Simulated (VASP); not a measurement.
A run of VASP 6.6.1:

INCAR

```
SYSTEM = KI
PREC     = Accurate       ! precision mode
ENCUT    = 520            ! plane-wave cutoff, eV
EDIFF    = 1E-6           ! SCF threshold, eV
ISMEAR   = 0              ! smearing method
SIGMA    = 0.05           ! smearing width, eV
LREAL    = .False.        ! projectors in reciprocal space
LASPH    = .True.         ! aspherical terms in the spheres
NELM     = 60             ! most SCF steps
ALGO     = Normal         ! electronic algorithm
ISIF     = 2              ! what is computed and relaxed
LWAVE    = .False.        ! write WAVECAR
LCHARG   = .True.         ! write CHGCAR
GGA      = PS             ! functional
LELF     = .True.         ! ELF
LVHAR    = .True.       
NBANDS   = 15             ! bands
```

KPOINTS

```
Automatic mesh
0
Gamma
  6 6 6
  0 0 0
```

The input POSCAR:

```
KI
1.0
    0.0000000000      3.3835680000      3.3835680000
    3.3835680000      0.0000000000      3.3835680000
    3.3835680000      3.3835680000      0.0000000000
K I
1 1
Direct
    0.0000000000      0.0000000000      0.0000000000
    0.5000000000      0.5000000000      0.5000000000
```

Potentials or basis: VASP PAW PBE potentials, release 64 (K_sv, I).

Run with:

```console
$ cat potpaw_PBE.64/K_sv/POTCAR potpaw_PBE.64/I/POTCAR > POTCAR
$ mpirun -np 1 vasp_std > vasp.out
```

Hardware: 1 thread of Intel(R) Xeon(R) Platinum 8488C (Sapphire Rapids) (shared host).

How long does it take, and how much memory?

It took 15 s on 1 thread of Intel(R) Xeon(R) Platinum 8488C (Sapphire Rapids), with other jobs on the host, peak memory 0.21 GiB. Counts: scf iterations 12, k points 16.
